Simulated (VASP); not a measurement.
# Cu (I4/mmm) in VASP: settings compared

Aim: see how the results for Cu move with the level of theory and the settings. Levels: BLYP, HSE06. Tasks: single point.

Program: VASP 6.6.1. These are calculated values, not measurements. Logs are shortened: lines on timing, memory, paths and dates and some standing lists are left out, and cuts for length are marked.

**1. The cell of the first run**

The structure is tetragonal, space group I4/mmm (No. 139). The conventional cell has a = 2.942 Å, b = 2.942 Å, c = 2.806 Å, α = 90.00°, β = 90.00°, γ = 90.00°. Within 3.3 Å of Cu (site symmetry 4/mmm) lie 14 Cu at 2.51 to 2.94 Å.

**2. Single point, BLYP, non-collinear spin, typed start (volume scaled by 1.06)**

INCAR reads:

```
SYSTEM = Cu
  PREC = Accurate
  ENCUT = 520
  EDIFF = 1E-6
  ISMEAR = 1
  SIGMA = 0.1
  LREAL = .False.
  LASPH = .True.
  NELM = 150
  ALGO = Normal
  ISIF = 2
  LWAVE = .False.
  LCHARG = .False.
  LNONCOLLINEAR = .True.
  MAGMOM = 0.6 0 0
  LORBIT = 11
  LMAXMIX = 4
  GGA = B5
  ALDAX = 1.0
  AGGAX = 1.0
  AGGAC = 1.0
  ALDAC = 0.0
  NBANDS = 22
```

KPOINTS reads:

```
Automatic mesh
0
Gamma
  10 10 10
  0 0 0
```

POSCAR reads:

```
Cu
1.0
   -1.4710905692      1.4710905692      1.4030702911
    1.4710905692     -1.4710905692      1.4030702911
    1.4710905692      1.4710905692     -1.4030702911
Cu
1
Direct
    0.0000000000      0.0000000000      0.0000000000
```

Potentials or basis: VASP PAW PBE potentials, release 64 (Cu).

The run is started by

```console
> cat potpaw_PBE.64/Cu/POTCAR > POTCAR
> mpirun -np 1 vasp_ncl > vasp.out
```

OUTCAR:

```text
SYSTEM = Cu
   PREC = Accurate
   ENCUT = 520
   EDIFF = 1E-6
   ISMEAR = 1
   LREAL = .False.
   LASPH = .True.
   NELM = 150
   ISIF = 2
   LNONCOLLINEAR = .True.
   LORBIT = 11
   GGA = B5

 ion  position               nearest neighbor table
   1  0.000  0.000  0.000-

  LATTYP: Found a body centered tetragonal cell.
 ALAT       =     2.9421811384
 C/A-ratio  =     0.9537620052

  Lattice vectors:

 A1 = (  -1.4710905692,   1.4710905692,   1.4030702911)
 A2 = (   1.4710905692,  -1.4710905692,   1.4030702911)
 A3 = (   1.4710905692,   1.4710905692,  -1.4030702911)

Analysis of symmetry for initial positions (statically):
=====================================================================
 Subroutine PRICEL returns:
 Original cell was already a primitive cell.

 Routine SETGRP: Setting up the symmetry group for a
 body centered tetragonal supercell.

 Subroutine GETGRP returns: Found 16 space group operations
 (whereof 16 operations were pure point group operations)
 out of a pool of 16 trial point group operations.

The static configuration has the point symmetry D_4h.

Analysis of symmetry for dynamics (positions and initial velocities):
=====================================================================
 Subroutine PRICEL returns:
 Original cell was already a primitive cell.

 Routine SETGRP: Setting up the symmetry group for a
 body centered tetragonal supercell.

 Subroutine GETGRP returns: Found 16 space group operations
 (whereof 16 operations were pure point group operations)
 out of a pool of 16 trial point group operations.

The dynamic configuration has the point symmetry D_4h.

Analysis of structural, dynamic, and magnetic symmetry:
=====================================================================
 Subroutine PRICEL returns:
 Original cell was already a primitive cell.

 Routine SETGRP: Setting up the symmetry group for a
 body centered tetragonal supercell.

 Subroutine GETGRP returns: Found  4 space group operations
 (whereof  4 operations were pure point group operations)
 out of a pool of 16 trial point group operations.

The overall configuration has the point symmetry C_2h.

[... 106 lines left out ...]
   PSTRESS=    0.0 pullay stress
   NELECT =      11.0000    total number of electrons
   NUPDOWN=      -1.0000    fix difference up-down
   EMIN   =  10.00;   EMAX   =-10.00  energy-range for DOS
   EFERMI =   0.00;   METHOD = LEGACY
   ISMEAR =     1;   SIGMA  =   0.10  broadening in eV -4-tet -1-fermi 0-gaus
   EFERMI_NEDOS =   21; number of points for ismear=-14 and -15
   IALGO  =     38    algorithm
   IMIX   =      4    mixing-type and parameters
     AMIX     =   0.40;   BMIX     =  1.00
     AMIX_MAG =   1.60;   BMIX_MAG =  1.00
  volume/ion in A,a.u.               =      12.15        81.96
  Fermi-wavevector in a.u.,A,eV,Ry     =   1.583919  2.993173 34.134290  2.508800
  Thomas-Fermi vector in A             =   2.683616
   LORBIT       =     11    0 simple, 1 ext, 2 COOP (PROOUT), +10 PAW based schemes
   GGA     = B5    functional components
   LHFCALC =     F    Hartree Fock is set to
   AEXX    =    0.0000 exact exchange contribution
   IVDW    =     0    specifies the selected vdW correction
   LEPSILON=     F    determine dielectric tensor
   LRPA    =     F    only Hartree local field effects (RPA)
 Methfessel and Paxton  Order N= 1 SIGMA  =   0.10
  energy-cutoff  :      520.00
  volume of cell :       12.15
 maximum number of plane-waves:       692
   NGX =  9   NGY =  9   NGZ =  9

 number of electron      10.9999998 magnetization       0.0026424     -0.0000000     -0.0000000

 number of electron      10.9999998 magnetization       0.0012153      0.0000000      0.0000000

 number of electron      10.9999998 magnetization      -0.0003880     -0.0000000     -0.0000000

 number of electron      10.9999998 magnetization      -0.0000005      0.0000000      0.0000000

 Free energy of the ion-electron system (eV)
  ---------------------------------------------------
  ext. energy  EPLUGINS =         0.00000000
  ---------------------------------------------------
  free energy    TOTEN  =        -2.91108322 eV

  energy without entropy =       -2.91106581  energy(sigma->0) =       -2.91107742

 E-fermi :   7.7761     XC(G=0): -12.0007

 val. band max:        7.7459984507   @ k =   0.2000   0.2000   0.1000
 cond. band min:       7.7797866391   @ k =   0.5000   0.1000   0.0000
 fundamental gap:      0.0337881884
 Fermi energy:         7.7761187096

 k-point     1 :       0.0000    0.0000    0.0000
  band No.  band energies     occupation
      1      -1.3210      1.00000
      2      -1.3209      1.00000
      3       4.5008      1.00000
      4       4.5008      1.00000
      5       4.6749      1.00000
      6       4.6749      1.00000
[... 589 lines left out ...]
     21      33.6274      0.00000
     22      33.6274      0.00000

 [... further k-points ...]

------------------------ aborting loop because EDIFF is reached ----------------------------------------

  FORCE on cell =-STRESS in cart. coord.  units (eV):
  Direction    XX          YY          ZZ          XY          YZ          ZX
  --------------------------------------------------------------------------------------
  -------------------------------------------------------------------------------------
  Total        0.6190087      0.6190103      0.4017276      0.0000000     -0.0000462      0.0000000
  in kB       81.6561906     81.6563912     52.9936778      0.0000000     -0.0060929      0.0000000
  external PRESSURE =      72.1020865 kB  Pullay stress =       0.0000000 kB

 VOLUME and BASIS-vectors are now :
 -----------------------------------------------------------------------------
  energy-cutoff  :      520.00
  volume of cell :       12.15
      direct lattice vectors                 reciprocal lattice vectors
    -1.471090569  1.471090569  1.403070291     0.000000000  0.339883900  0.356361334
     1.471090569 -1.471090569  1.403070291     0.339883900  0.000000000  0.356361334
     1.471090569  1.471090569 -1.403070291     0.339883900  0.339883900  0.000000000

 POSITION                                       TOTAL-FORCE (eV/Angst)
 -----------------------------------------------------------------------------------
      0.00000      0.00000      0.00000         0.000000     -0.000000     -0.000000
 -----------------------------------------------------------------------------------
    total drift:                                0.000000     -0.000000      0.000000

  FREE ENERGIE OF THE ION-ELECTRON SYSTEM (eV)
  ---------------------------------------------------
  free  energy   TOTEN  =        -2.9110832179 eV

  energy  without entropy=       -2.9110658130  energy(sigma->0) =       -2.91107742

 total charge

# of ion       s       p       d       tot
------------------------------------------
    1        0.450   0.359   9.213  10.022

 magnetization (x)

# of ion       s       p       d       tot
------------------------------------------
    1       -0.000  -0.000   0.000   0.000

 magnetization (y)

# of ion       s       p       d       tot
------------------------------------------
    1        0.000   0.000  -0.000  -0.000

 magnetization (z)

# of ion       s       p       d       tot
------------------------------------------
    1       -0.000   0.000  -0.000  -0.000
```

stdout:

```text
POSCAR found type information on POSCAR Cu
 POSCAR found :  1 types and       1 ions
 scaLAPACK will be used
 -----------------------------------------------------------------------------
|                                                                             |
|                                                                             |
|     You enforced a specific xc type in the INCAR file but a different       |
|     I HOPE YOU KNOW WHAT YOU ARE DOING!                                     |
|                                                                             |
 -----------------------------------------------------------------------------

 LDA part: xc-table for (Slater(with rela. corr.)+VWN5), standard interpolation
 POSCAR, INCAR and KPOINTS ok, starting setup
 FFT: planning ... GRIDC
 FFT: planning ... GRID_SOFT
 FFT: planning ... GRID
 WAVECAR not read
 entering main loop
```

Run time: 2 min. Hardware: 1 thread of Intel Xeon Platinum 8488C (Sapphire Rapids), shared host; peak memory 0.23 GiB.

Results:

| Quantity | Value |
| --- | --- |
| Free energy | -2.9111 eV |
| Pressure | 7.2 GPa |
| Band gap on the k mesh | zero (band 11 reaches 15.24 eV, above the bottom of band 12 at 5.57 eV) |
| Net moment | 0.00 μB per cell |
| Valence electrons inside the program's atomic spheres | Cu 10.02 |

Stress tensor (GPa, compression positive):
```
8.17 0.00 0.00
0.00 8.17 0.00
0.00 0.00 5.30
```

Levels at points of the mesh, in eV from the Fermi level:
| k point | band 9 | band 10 | band 11 | band 12 | band 13 | band 14 | band 15 | band 16 |
| --- | --- | --- | --- | --- | --- | --- | --- | --- |
| (0.00, 0.00, 0.00) | -2.30 | -2.30 | -2.11 | -2.11 | 24.53 | 24.53 | 24.53 | 24.53 |
| (0.50, 0.00, 0.00) | -1.48 | -1.48 | -0.28 | -0.28 | 4.28 | 4.28 | 16.56 | 16.56 |
| (0.50, 0.00, 0.50) | -1.48 | -1.48 | -0.28 | -0.28 | 4.28 | 4.28 | 16.56 | 16.56 |
| (0.00, 0.50, 0.50) | -1.48 | -1.48 | -0.28 | -0.28 | 4.28 | 4.28 | 16.56 | 16.56 |
| (0.50, 0.50, 0.00) | -1.51 | -1.51 | -0.62 | -0.62 | 3.77 | 3.77 | 17.90 | 17.90 |
| (0.50, 0.50, 0.50) | -1.61 | -1.61 | 7.46 | 7.46 | 7.46 | 7.46 | 9.22 | 9.22 |

Moments on the atoms (μB; x, y, z):
```
Cu  0.00 0.00 0.00
```

Caveat: the cell differs from its parent crystal (volume scaled by 1.06); the PAW data sets were made with another functional, which shifts forces and pressure a little.

**3. Single point, HSE06**

This run uses another cell than the first one, of 11.69 Å³/atom, 0.962 times its volume.

POSCAR reads:

```
Cu
1.0
   -1.4523485211      1.4523485211      1.3851948378
    1.4523485211     -1.4523485211      1.3851948378
    1.4523485211      1.4523485211     -1.3851948378
Cu
1
Direct
    0.0000000000      0.0000000000      0.0000000000
```

INCAR.step1 reads:

```
SYSTEM = Cu
  PREC = Accurate
  ENCUT = 520
  EDIFF = 1E-5
  ISMEAR = -1
  SIGMA = 0.05
  LREAL = .False.
  LASPH = .True.
  NELM = 80
  ALGO = Normal
  ISIF = 2
  LWAVE = .True.
  LCHARG = .False.
  GGA = PE
  NBANDS = 12
```

INCAR.step2 reads:

```
SYSTEM = Cu
  PREC = Accurate
  ENCUT = 520
  EDIFF = 1E-7
  ISMEAR = -1
  SIGMA = 0.05
  LREAL = .False.
  LASPH = .True.
  NELM = 80
  ALGO = Normal
  ISIF = 2
  LWAVE = .False.
  LCHARG = .False.
  GGA = PE
  LHFCALC = .True.
  HFSCREEN = 0.2079
  PRECFOCK = Normal
  ISTART = 1
  NBANDS = 12
```

KPOINTS reads:

```
regular mesh
0
Gamma
  8 8 8
  0 0 0
```

Potentials or basis: VASP PAW PBE potentials, release 64 (Cu).

The run is started by

```console
> cat potpaw_PBE.64/Cu/POTCAR > POTCAR
> cp INCAR.step1 INCAR
> mpirun -np 1 vasp_std > vasp.out
> cp INCAR.step2 INCAR
> mpirun -np 1 vasp_std > vasp.out
```

Run time: 50 min. Hardware: 1 thread of AMD EPYC 7R13 (Zen 3), shared host; peak memory 0.2 GiB.

Results (log left out):

```
Free energy : -3.5648 eV
Pressure    : 4.6 GPa
```

Stress tensor (GPa, compression positive):
```
4.77 0.00 0.00
0.00 4.77 0.00
0.00 0.00 4.40
```

Levels at points of the mesh, in eV from the Fermi level:
| k point | band 4 | band 5 | band 6 | band 7 | band 8 | band 9 |
| --- | --- | --- | --- | --- | --- | --- |
| (0.00, 0.00, 0.00) | -4.46 | -3.59 | -3.39 | 25.99 | 25.99 | 27.22 |
| (0.50, 0.00, 0.00) | -3.20 | -2.50 | -0.31 | 5.44 | 18.47 | 18.82 |
| (0.50, 0.50, 0.00) | -3.36 | -2.56 | -0.81 | 4.86 | 19.71 | 20.28 |
| (0.50, 0.50, 0.50) | -2.76 | -2.68 | 8.74 | 8.74 | 10.65 | 14.38 |

Caveat: the k points lie up to 0.39 Å⁻¹ apart; the PAW data sets were made with another functional, which shifts forces and pressure a little.
